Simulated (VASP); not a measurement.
A run of VASP 6.6.1:

The input INCAR:

```
ALGO = Normal ; EDIFF = 1E-6
ENCUT = 520 ; GGA = PS
ISIF = 2 ; ISMEAR = 1
LASPH = T ; LCHARG = T
LELF = T ; LREAL = F
LVHAR = T ; LWAVE = F
NBANDS = 21 ; NELM = 60
PREC = Accurate ; SIGMA = 0.001
```

The input KPOINTS:

```
k-points
0
Gamma
  6 6 4
```

File POSCAR:

```
SnC3
1.0
    2.9788882431      0.0000000000      0.0000000000
    0.0000000000      2.9788882431      0.0000000000
    0.0000000000      0.0000000000      4.6435166754
C Sn
3 1
Direct
    0.5000000000      0.0000000000      0.8203632750
    0.5000000000      0.5000000000      0.0000000000
    0.0000000000      0.5000000000      0.1796367250
    0.0000000000      0.0000000000      0.5000000000
```

Potentials or basis: VASP PAW PBE potentials, release 64 (C, Sn_d).

Command:

```sh
$ cat potpaw_PBE.64/C/POTCAR potpaw_PBE.64/Sn_d/POTCAR > POTCAR
$ mpirun -np 1 vasp_std > vasp.out
```

Hardware: 1 thread of Intel(R) Xeon(R) 6975P-C (Granite Rapids), with other jobs on the host.

Problem. Estimate the wall time of this run.

Solution. Wall time 8.6 s on 1 thread of Intel(R) Xeon(R) 6975P-C (Granite Rapids), with other jobs on the host, peak memory 0.16 GiB. Counts: scf iterations 13, k points 30.
